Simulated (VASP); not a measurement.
# NaCl (Pm-3m) in VASP: single point with LDA

Aim: the single point of NaCl with LDA.

All numbers are computed with VASP 6.6.1; they aren't measurements. Logs are shortened: lines on timing, memory, paths and dates and some standing lists are left out, and cuts for length are marked.

## 1. The cell of the first run

It takes space group Pm-3m (No. 221, cubic). Conventional cell: a = 3.502 Å, b = 3.502 Å, c = 3.502 Å, α = 90.00°, β = 90.00°, γ = 90.00°. Within 4.0 Å of Na (site symmetry m-3m) lie 8 Cl at 3.03 Å and 6 Na at 3.50 Å. Cl (site symmetry m-3m) has 8 Na at 3.03 Å and 6 Cl at 3.50 Å within 4.0 Å.

## 2. Single point, LDA

Contents of INCAR:

```
PREC = Accurate
ENCUT = 500
EDIFF = 1E-6
ISMEAR = 0
SIGMA = 0.1
LREAL = False
LASPH = True
NELM = 120
ALGO = Normal
ISIF = 2
LWAVE = False
LCHARG = False
GGA = CA
NBANDS = 14
GGA_COMPAT = False
```

Contents of KPOINTS:

```
regular mesh
0
Gamma
  6 6 6
```

Contents of POSCAR:

```
NaCl
1.0
    3.5021900000      0.0000000000      0.0000000000
    0.0000000000      3.5021900000      0.0000000000
    0.0000000000      0.0000000000      3.5021900000
Na Cl
1 1
Direct
    0.0000000000      0.0000000000      0.0000000000
    0.5000000000      0.5000000000      0.5000000000
```

Potentials or basis: VASP PAW LDA potentials, release 64 (Na_pv, Cl).

The run is started by

```console
$ cat potpaw_LDA.64/Na_pv/POTCAR potpaw_LDA.64/Cl/POTCAR > POTCAR
$ mpirun -np 1 vasp_std > vasp.out
```

OUTCAR:

```text
PREC = Accurate
   ENCUT = 500
   EDIFF = 1E-6
   ISMEAR = 0
   LREAL = False
   LASPH = True
   NELM = 120
   ISIF = 2
   GGA = CA

 ion  position               nearest neighbor table
   1  0.000  0.000  0.000-
   2  0.500  0.500  0.500-

  LATTYP: Found a simple cubic cell.
 ALAT       =     3.5021900000

  Lattice vectors:

 A1 = (   3.5021900000,   0.0000000000,   0.0000000000)
 A2 = (   0.0000000000,   3.5021900000,   0.0000000000)
 A3 = (   0.0000000000,   0.0000000000,   3.5021900000)

Analysis of symmetry for initial positions (statically):
=====================================================================
 Subroutine PRICEL returns:
 Original cell was already a primitive cell.

 Routine SETGRP: Setting up the symmetry group for a
 simple cubic supercell.

 Subroutine GETGRP returns: Found 48 space group operations
 (whereof 48 operations were pure point group operations)
 out of a pool of 48 trial point group operations.

The static configuration has the point symmetry O_h .

Analysis of symmetry for dynamics (positions and initial velocities):
=====================================================================
 Subroutine PRICEL returns:
 Original cell was already a primitive cell.

 Routine SETGRP: Setting up the symmetry group for a
 simple cubic supercell.

 Subroutine GETGRP returns: Found 48 space group operations
 (whereof 48 operations were pure point group operations)
 out of a pool of 48 trial point group operations.

The dynamic configuration has the point symmetry O_h .

 Subroutine INISYM returns: Found 48 space group operations
 (whereof 48 operations are pure point group operations),
 and found     1 'primitive' translations

----------------------------------------------------------------------------------------

                                     Primitive cell

  volume of cell :      42.9555

  direct lattice vectors                    reciprocal lattice vectors
     3.502190000  0.000000000  0.000000000     0.285535622  0.000000000  0.000000000
     0.000000000  3.502190000  0.000000000     0.000000000  0.285535622  0.000000000
     0.000000000  0.000000000  3.502190000     0.000000000  0.000000000  0.285535622

  length of vectors
     3.502190000  3.502190000  3.502190000     0.285535622  0.285535622  0.285535622

  position of ions in fractional coordinates (direct lattice)
     0.000000000  0.000000000  0.000000000
     0.500000000  0.500000000  0.500000000

  ion indices of the primitive-cell ions
   primitive index   ion index
                 1           1
                 2           2

----------------------------------------------------------------------------------------

 KPOINTS: regular mesh

Automatic generation of k-mesh.
 Grid dimensions read from file:
 generate k-points for:    6    6    6

 Generating k-lattice:

  Cartesian coordinates                     Fractional coordinates (reciprocal lattice)
     0.047589270  0.000000000  0.000000000     0.166666667  0.000000000  0.000000000
     0.000000000  0.047589270  0.000000000     0.000000000  0.166666667  0.000000000
     0.000000000  0.000000000  0.047589270     0.000000000  0.000000000  0.166666667

  Length of vectors
     0.047589270  0.047589270  0.047589270

  Shift w.r.t. Gamma in fractional coordinates (k-lattice)
     0.000000000  0.000000000  0.000000000

 Subroutine IBZKPT returns following result:
 ===========================================

 Found     20 irreducible k-points:

 Following reciprocal coordinates:
            Coordinates               Weight
  0.000000  0.000000  0.000000      1.000000
  0.166667  0.000000  0.000000      6.000000
  0.333333  0.000000  0.000000      6.000000
  0.500000  0.000000  0.000000      3.000000
  0.166667  0.166667  0.000000     12.000000
  0.333333  0.166667  0.000000     24.000000
[... 12 lines left out ...]
  0.500000  0.500000  0.333333      6.000000
  0.500000  0.500000  0.500000      1.000000
   k-points           NKPTS =     20   k-points in BZ     NKDIM =     20   number of bands    NBANDS=     14
   number of dos      NEDOS =    301   number of ions     NIONS =      2
   total plane-waves  NPLWV =  21952
   dimension x,y,z NGX =    28 NGY =   28 NGZ =   28
   dimension x,y,z NGXF=    56 NGYF=   56 NGZF=   56
   ions per type =               1   1
   NGX,Y,Z   is equivalent  to a cutoff of  13.29, 13.29, 13.29 a.u.
   NGXF,Y,Z  is equivalent  to a cutoff of  26.58, 26.58, 26.58 a.u.
 SYSTEM =  unknown system
   PREC   = accura    normal or accurate (medium, high low for compatibility)
   ISTART =      0    job   : 0-new  1-cont  2-samecut
   ICHARG =      2    charge: 1-file 2-atom 10-const
   ISPIN  =      1    spin polarized calculation?
   LNONCOLLINEAR =      F non collinear calculations
   LSORBIT =      F    spin-orbit coupling
   LASPH  =      T    aspherical Exc in radial PAW
   ENCUT  =  500.0 eV  36.75 Ry    6.06 a.u.   6.39  6.39  6.39*2*pi/ulx,y,z
   NELM   =    120;   NELMIN=  2; NELMDL= -5     # of ELM steps
   EDIFF  = 0.1E-05   stopping-criterion for ELM
   LREAL  =      F    real-space projection
   EDIFFG = 0.1E-04   stopping-criterion for IOM
   NSW    =      0    number of steps for IOM
   IBRION =     -1    ionic relax: 0-MD 1-quasi-New 2-CG
   NFREE  =      0    steps in history (QN), initial steepest desc. (CG)
   ISIF   =      2    stress and relaxation
   ISYM   =      2    0-nonsym 1-usesym 2-fastsym
   POTIM  = 0.5000    time-step for ionic-motion
   TEBEG  =    0.0;   TEEND  =   0.0 temperature during run
   PSTRESS=    0.0 pullay stress
   NELECT =      14.0000    total number of electrons
   NUPDOWN=      -1.0000    fix difference up-down
   EMIN   =  10.00;   EMAX   =-10.00  energy-range for DOS
   EFERMI =   0.00;   METHOD = LEGACY
   ISMEAR =     0;   SIGMA  =   0.10  broadening in eV -4-tet -1-fermi 0-gaus
   EFERMI_NEDOS =   21; number of points for ismear=-14 and -15
   IALGO  =     38    algorithm
   IMIX   =      4    mixing-type and parameters
     AMIX     =   0.40;   BMIX     =  1.00
     AMIX_MAG =   1.60;   BMIX_MAG =  1.00
  volume/ion in A,a.u.               =      21.48       144.94
  Fermi-wavevector in a.u.,A,eV,Ry     =   1.126621  2.129005 17.269530  1.269275
  Thomas-Fermi vector in A             =   2.263304
   LORBIT       =      0    0 simple, 1 ext, 2 COOP (PROOUT), +10 PAW based schemes
   GGA     = CA    functional components
   LHFCALC =     F    Hartree Fock is set to
   AEXX    =    0.0000 exact exchange contribution
   IVDW    =     0    specifies the selected vdW correction
   LEPSILON=     F    determine dielectric tensor
   LRPA    =     F    only Hartree local field effects (RPA)
 non-spin polarized calculation
 Gauss-broadening in eV      SIGMA  =   0.10
  energy-cutoff  :      500.00
  volume of cell :       42.96
 maximum number of plane-waves:      1108
 NGX is ok and might be reduce to    28
   NGX = 13   NGY = 13   NGZ = 13

 number of electron      13.9999992 magnetization

 Free energy of the ion-electron system (eV)
  ---------------------------------------------------
  ext. energy  EPLUGINS =         0.00000000
  ---------------------------------------------------
  free energy    TOTEN  =        -7.07172776 eV

  energy without entropy =       -7.07172776  energy(sigma->0) =       -7.07172776

 E-fermi :   0.6817     XC(G=0):  -8.9542

 val. band max:        0.2136061065   @ k =   0.5000   0.5000   0.0000
 cond. band min:       3.8202185724   @ k =   0.0000   0.0000   0.0000
 fundamental gap:      3.6066124659
 Fermi energy:         0.6817433216

 k-point     1 :       0.0000    0.0000    0.0000
  band No.  band energies     occupation
      1     -21.7887      2.00000
      2     -21.7887      2.00000
      3     -21.7887      2.00000
      4     -13.0993      2.00000
      5      -0.2955      2.00000
      6      -0.2955      2.00000
      7      -0.2955      2.00000
      8       3.8202      0.00000
      9       8.4908      0.00000
     10       8.4908      0.00000
     11      15.4822      0.00000
     12      15.4822      0.00000
     13      15.4822      0.00000
     14      16.0383      0.00000

 k-point     2 :       0.1667    0.0000    0.0000
  band No.  band energies     occupation
      1     -21.7997      2.00000
      2     -21.7878      2.00000
      3     -21.7878      2.00000
      4     -13.0115      2.00000
      5      -1.1311      2.00000
      6      -0.2374      2.00000
      7      -0.2374      2.00000
      8       4.5687      0.00000
      9       8.7988      0.00000
     10       9.0178      0.00000
     11      13.8349      0.00000
     12      13.8349      0.00000
     13      14.9359      0.00000
     14      16.2572      0.00000

 k-point     3 :       0.3333    0.0000    0.0000
  band No.  band energies     occupation
      1     -21.8212      2.00000
      2     -21.7859      2.00000
      3     -21.7859      2.00000
      4     -12.8252      2.00000
      5      -2.3425      2.00000
      6      -0.1159      2.00000
      7      -0.1159      2.00000
      8       5.8516      0.00000
      9       9.1511      0.00000
     10       9.6720      0.00000
     11      12.3589      0.00000
     12      12.3589      0.00000
     13      14.2332      0.00000
     14      15.8098      0.00000

 k-point     4 :       0.5000    0.0000    0.0000
  band No.  band energies     occupation
      1     -21.8320      2.00000
      2     -21.7849      2.00000
      3     -21.7849      2.00000
      4     -12.7261      2.00000
      5      -2.8412      2.00000
      6      -0.0525      2.00000
      7      -0.0525      2.00000
      8       6.7606      0.00000
      9       8.4628      0.00000
     10      10.5103      0.00000
     11      11.8129      0.00000
     12      11.8129      0.00000
     13      12.7548      0.00000
     14      17.1512      0.00000

 k-point     5 :       0.1667    0.1667    0.0000
  band No.  band energies     occupation
      1     -21.7994      2.00000
      2     -21.7972      2.00000
      3     -21.7869      2.00000
      4     -12.9287      2.00000
      5      -1.1760      2.00000
      6      -0.8648      2.00000
      7      -0.1779      2.00000
      8       5.2382      0.00000
      9       9.0454      0.00000
     10       9.4336      0.00000
     11      12.3609      0.00000
[... 208 lines left out ...]
 k-point    18 :       0.5000    0.3333    0.3333
  band No.  band energies     occupation
      1     -21.8200      2.00000
      2     -21.8098      2.00000
      3     -21.8089      2.00000
      4     -12.3170      2.00000
      5      -1.9491      2.00000
      6      -1.4376      2.00000
      7      -1.3424      2.00000
      8       6.7427      0.00000
      9       7.5632      0.00000
     10       8.1322      0.00000
     11      13.2018      0.00000
     12      13.5039      0.00000
     13      13.9886      0.00000
     14      15.0832      0.00000

 k-point    19 :       0.5000    0.5000    0.3333
  band No.  band energies     occupation
      1     -21.8183      2.00000
      2     -21.8183      2.00000
      3     -21.8081      2.00000
      4     -12.2436      2.00000
      5      -1.8054      2.00000
      6      -1.8054      2.00000
      7      -1.2784      2.00000
      8       6.4589      0.00000
      9       7.6152      0.00000
     10       7.6152      0.00000
     11      12.5962      0.00000
     12      13.7175      0.00000
     13      15.3209      0.00000
     14      15.3209      0.00000

 k-point    20 :       0.5000    0.5000    0.5000
  band No.  band energies     occupation
      1     -21.8169      2.00000
      2     -21.8169      2.00000
      3     -21.8169      2.00000
      4     -12.1699      2.00000
      5      -1.6861      2.00000
      6      -1.6861      2.00000
      7      -1.6861      2.00000
      8       6.9910      0.00000
      9       6.9910      0.00000
     10       6.9910      0.00000
     11      11.5003      0.00000
     12      15.7039      0.00000
     13      15.7039      0.00000
     14      15.7039      0.00000

------------------------ aborting loop because EDIFF is reached ----------------------------------------

  FORCE on cell =-STRESS in cart. coord.  units (eV):
  Direction    XX          YY          ZZ          XY          YZ          ZX
  --------------------------------------------------------------------------------------
  -------------------------------------------------------------------------------------
  Total       -0.8374585     -0.8374585     -0.8374585     -0.0000000     -0.0000000     -0.0000000
  in kB      -31.2359528    -31.2359528    -31.2359528     -0.0000000     -0.0000000     -0.0000000
  external PRESSURE =     -31.2359528 kB  Pullay stress =       0.0000000 kB

 VOLUME and BASIS-vectors are now :
 -----------------------------------------------------------------------------
  energy-cutoff  :      500.00
  volume of cell :       42.96
      direct lattice vectors                 reciprocal lattice vectors
     3.502190000  0.000000000  0.000000000     0.285535622  0.000000000  0.000000000
     0.000000000  3.502190000  0.000000000     0.000000000  0.285535622  0.000000000
     0.000000000  0.000000000  3.502190000     0.000000000  0.000000000  0.285535622

 POSITION                                       TOTAL-FORCE (eV/Angst)
 -----------------------------------------------------------------------------------
      0.00000      0.00000      0.00000         0.000000      0.000000      0.000000
      1.75110      1.75110      1.75110         0.000000      0.000000      0.000000
 -----------------------------------------------------------------------------------
    total drift:                               -0.000000      0.000000      0.000000

  FREE ENERGIE OF THE ION-ELECTRON SYSTEM (eV)
  ---------------------------------------------------
  free  energy   TOTEN  =        -7.0717277641 eV

  energy  without entropy=       -7.0717277641  energy(sigma->0) =       -7.07172776
```

It took 13 s on 1 thread of Intel Xeon 8259CL, shared host; peak memory 0.13 GiB.

What came out:

```yaml
Free_energy: -7.0717 eV
Pressure: -3.1 GPa
Band_gap_on_the_k_mesh: 3.61 eV, indirect (least direct gap 4.12 eV)
```

Levels at points of the mesh, in eV from the valence-band top:
| k point | band 5 | band 6 | band 7 | band 8 | band 9 | band 10 |
| --- | --- | --- | --- | --- | --- | --- |
| (0.00, 0.00, 0.00) | -0.51 | -0.51 | -0.51 | 3.61 | 8.28 | 8.28 |
| (0.50, 0.00, 0.00) | -3.05 | -0.27 | -0.27 | 6.55 | 8.25 | 10.30 |
| (0.50, 0.50, 0.00) | -2.34 | -2.34 | 0.00 | 5.20 | 9.59 | 10.64 |
| (0.50, 0.50, 0.50) | -1.90 | -1.90 | -1.90 | 6.78 | 6.78 | 6.78 |
